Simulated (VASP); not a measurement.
The system is SnO.

```
CELL_PARAMETERS angstrom
3.81370 0.00000 0.00000
0.00000 3.81370 0.00000
0.00000 0.00000 4.88691
ATOMIC_POSITIONS crystal
Sn 0.50000 0.00000 0.76463
Sn 0.00000 0.50000 0.23537
O 0.00000 0.00000 0.00000
O 0.50000 0.50000 0.00000
```

* Program: VASP 6.6.1
* Task: relaxation of cell and atoms
* Functional: PBEsol
* Dispersion: D3(BJ)
* Potentials or basis: VASP PAW PBE potentials, release 64 (Sn_d, O)
* Cutoff: 600 eV
* k mesh: 7 × 7 × 6
* Occupations: fermi-dirac, width 0.05 eV
* Spin: no spin polarisation

At the start: pressure -2.3 GPa; volume 17.77 Å³/atom.

Task: How do energy, volume and symmetry change on relaxing?

Result: Over 11 steps the energy falls by 18.3 meV/atom and the volume is 16.16 Å³/atom (-9.1 %); space group P4/nmm (No. 129, to 0.1 Å) before and after.

Step by step:
```csv
step,energy change (eV),largest force (eV/Å),pressure (GPa),volume (Å³)
1,0.0000,0.1623,-2.33,71.08
2,-0.0193,0.5654,0.76,68.45
3,-0.0195,0.5360,0.54,68.63
4,-0.0387,0.3330,0.34,67.61
5,-0.0544,0.1402,0.10,65.43
6,-0.0547,0.0644,0.12,65.75
7,-0.0662,0.0622,-0.07,65.37
8,-0.0726,0.0642,-0.27,64.87
9,-0.0728,0.0658,-0.29,64.77
10,-0.0724,0.0936,0.57,64.39
11,-0.0730,0.0059,0.03,64.62
```

Final structure:
```xyz
4
Lattice="3.7696 0.0000 0.0000 0.0000 3.7696 0.0000 0.0000 0.0000 4.5478" Properties=species:S:1:pos:R:3 pbc="T T T"
Sn    1.8848    0.0000    3.3883
Sn    0.0000    1.8848    1.1595
O     0.0000    0.0000    0.0000
O     1.8848    1.8848    0.0000
```

Caveat: the PAW data sets were made with another functional, which shifts forces and pressure a little.
